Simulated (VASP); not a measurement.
Input of a VASP 6.6.1 run:

INCAR

```
PREC = Accurate ; ENCUT = 520
EDIFF = 1E-7 ; ISMEAR = 1
SIGMA = 0.1 ; LREAL = False
LASPH = True ; NELM = 80
ALGO = Normal ; ISIF = 2
LWAVE = False ; LCHARG = False
GGA = PS ; NBANDS = 16
```

The input KPOINTS:

```
Automatic mesh
0
Gamma
  5 5 5
```

The input POSCAR:

```
LaMg3
1.0
    4.7857538303      0.0000000000      0.0000000000
    0.0000000000      4.7857538303      0.0000000000
    0.0000000000      0.0000000000      4.7857538303
La Mg
1 3
Direct
    0.0000000000      0.0000000000      0.0000000000
    0.5000000000      0.5000000000      0.0000000000
    0.5000000000      0.0000000000      0.5000000000
    0.0000000000      0.5000000000      0.5000000000
```

Potentials or basis: VASP PAW PBE potentials, release 64 (La, Mg).

The run is started by

```bash
$ cat potpaw_PBE.64/La/POTCAR potpaw_PBE.64/Mg/POTCAR > POTCAR
$ mpirun -np 1 vasp_std > vasp.out
```

Task: What does it give for the pressure?

Result: -0.3 GPa.

Caveat: the PAW data sets were made with another functional, which shifts forces and pressure a little.
